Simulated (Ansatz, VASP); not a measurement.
**One calculation of BaO, two programs**

File INCAR:

```
SYSTEM = BaO
  ALGO = Normal
  EDIFF = 1E-6
  ENCUT = 600
  GGA = CA
  GGA_COMPAT = .False.
  ISIF = 2
  ISMEAR = 0
  LASPH = .True.
  LCHARG = .True.
  LELF = .True.
  LREAL = .False.
  LVHAR = .True.
  LWAVE = .False.
  NBANDS = 15
  NELM = 120
  PREC = Accurate
  SIGMA = 0.01
```

KPOINTS

```
k-points
0
Gamma
  4 4 4
  0 0 0
```

Contents of POSCAR:

```
BaO
1.0
    0.0000000000      2.7500000000      2.7500000000
    2.7500000000      0.0000000000      2.7500000000
    2.7500000000      2.7500000000      0.0000000000
Ba O
1 1
Direct
    0.0000000000      0.0000000000      0.0000000000
    0.5000000000      0.5000000000      0.5000000000
```

Input for Ansatz:

```yaml
crystal:
  lattice:
    - [0.0, 2.75, 2.75]
    - [2.75, 0.0, 2.75]
    - [2.75, 2.75, 0.0]
  atoms:
    - { symbol: Ba, position: [0.0, 0.0, 0.0] }
    - { symbol: O, position: [0.5, 0.5, 0.5] }
basis:
  ecutwfc: 530.0
kpoints:
  mp_grid:
    grid: [4, 4, 4]
    shift: [0.0, 0.0, 0.0]
hamiltonian:
  xc: lda
scf:
  n_extra_bands: 2
  convergence:
    dr2_threshold: 1.0e-05
  lower_state_search: light
  occupations:
    method: fixed
output:
  wannier:
    kmesh: [4, 4, 4]
    projections:
      - { species: O, l: p }
    minimise: true
```

Alike in both runs: task single point; functional LDA; k mesh 4 × 4 × 4; no spin polarisation.

```csv
,VASP,Ansatz
version,VASP 6.6.1,Ansatz 0.2.0
potentials or method,"VASP PAW LDA potentials, release 64 (Ba_sv, O), cutoff 600 eV","plane waves, PAW"
occupations,"gaussian, width 0.01 eV",fixed
valence electrons in the cell,16,16
```

```csv
,VASP,Ansatz,Ansatz less VASP
gap on the k mesh at the Fermi level (eV),1.74,1.82,+0.083
```

LDA's correlation is that of Perdew and Zunger in VASP and of Perdew and Wang (1992) in Ansatz.

The k mesh is coarse, so the values compare programs but aren't converged. Spin-orbit coupling is off throughout.
